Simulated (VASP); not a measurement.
Here is a VASP 6.6.1 calculation.

INCAR

```
SYSTEM = AlAs
ALGO = Normal
EDIFF = 1E-6
ENCUT = 500
GGA = PE
GGA_COMPAT = .False.
ISIF = 2
ISMEAR = 0
LASPH = .True.
LCHARG = .False.
LREAL = .False.
LWAVE = .False.
NBANDS = 11
NELM = 120
PREC = Accurate
SIGMA = 0.05
```

KPOINTS

```
k-points
0
Gamma
  8 8 8
  0 0 0
```

File POSCAR:

```
AlAs
1.0
    0.0000000000      2.8304000400      2.8304000400
    2.8304000400      0.0000000000      2.8304000400
    2.8304000400      2.8304000400      0.0000000000
Al As
1 1
Direct
    0.0000000000      0.0000000000      0.0000000000
    0.7500000000      0.7500000000      0.7500000000
```

Potentials or basis: VASP PAW PBE potentials, release 64 (Al, As).

Command:

```console
$ cat potpaw_PBE.64/Al/POTCAR potpaw_PBE.64/As/POTCAR > POTCAR
$ mpirun -np 1 vasp_std > vasp.out
```

Question: Predict the band gap on the k mesh.

Answer: 1.43 eV, indirect (least direct gap 2.06 eV).

Question: Predict the pressure.

Answer: 2.8 GPa.

A k mesh can miss the band edges.
